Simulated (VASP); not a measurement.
Input of a VASP 6.6.1 run:

INCAR

```
SYSTEM = Be2C
  ALGO = Normal
  EDIFF = 1E-6
  ENCUT = 600
  GGA = CA
  GGA_COMPAT = .False.
  ISIF = 2
  ISMEAR = -1
  LASPH = .True.
  LCHARG = .True.
  LELF = .True.
  LREAL = .False.
  LVHAR = .True.
  LWAVE = .False.
  NBANDS = 11
  NELM = 120
  PREC = Accurate
  SIGMA = 0.02
```

The input KPOINTS:

```
k-points
0
Gamma
  10 10 10
  0 0 0
```

Contents of POSCAR:

```
Be2C
1.0
    0.0000000000      2.1341627887      2.1341627887
    2.1341627887      0.0000000000      2.1341627887
    2.1341627887      2.1341627887      0.0000000000
Be C
2 1
Direct
    0.7500000000      0.7500000000      0.7500000000
    0.2500000000      0.2500000000      0.2500000000
    0.0000000000      0.0000000000      0.0000000000
```

Potentials or basis: VASP PAW LDA potentials, release 64 (Be, C).

Command:

```bash
$ cat potpaw_LDA.64/Be/POTCAR potpaw_LDA.64/C/POTCAR > POTCAR
$ mpirun -np 1 vasp_std > vasp.out
```

Question: Predict the pressure.

Answer: 0.5 GPa.

Question: Estimate the band gap on the k mesh.

Answer: 1.20 eV (least direct gap 4.10 eV).

A k mesh can miss the band edges.
